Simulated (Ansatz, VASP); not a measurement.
## Two plane-wave programs on Pt

```
Pt
1.0
    -1.55058    1.55058    1.55058
     1.55058   -1.55058    1.55058
     1.55058    1.55058   -1.55058
Pt
1
Direct
  0.00000 0.00000 0.00000
```

Alike in both runs: functional LDA; k mesh 18 × 18 × 18; occupations gaussian, width 0.1 eV; no spin polarisation.

Ansatz relaxed the structure, and its values are those at the end. VASP's run is a single point on that final structure, the one shown.

|  | VASP | Ansatz |
| --- | --- | --- |
| version | VASP 6.6.1 | Ansatz 0.2.0 |
| potentials or method | VASP PAW LDA potentials, release 64 (Pt), cutoff 520 eV | scalar-relativistic, plane waves, PAW |
| valence electrons in the cell | 10 | 18 |

Ansatz gave:

```
gap on the k mesh at the Fermi level (eV) : none
pressure (GPa)                            : 0.0
```

Q: What did VASP give for the same quantities?

A: gap on the k mesh at the Fermi level (eV): none; pressure (GPa): 0.7.

Ansatz warns that its potentials were made for another functional, while VASP's fit it. LDA's correlation is that of Perdew and Zunger in VASP and of Perdew and Wang (1992) in Ansatz. A gap of «none» marks a metal or a gap that the smearing closes. VASP's potentials hold 10 valence electrons a cell and Ansatz's 18, so a difference there can come from the potentials and not from the codes.

Spin-orbit coupling is off throughout.
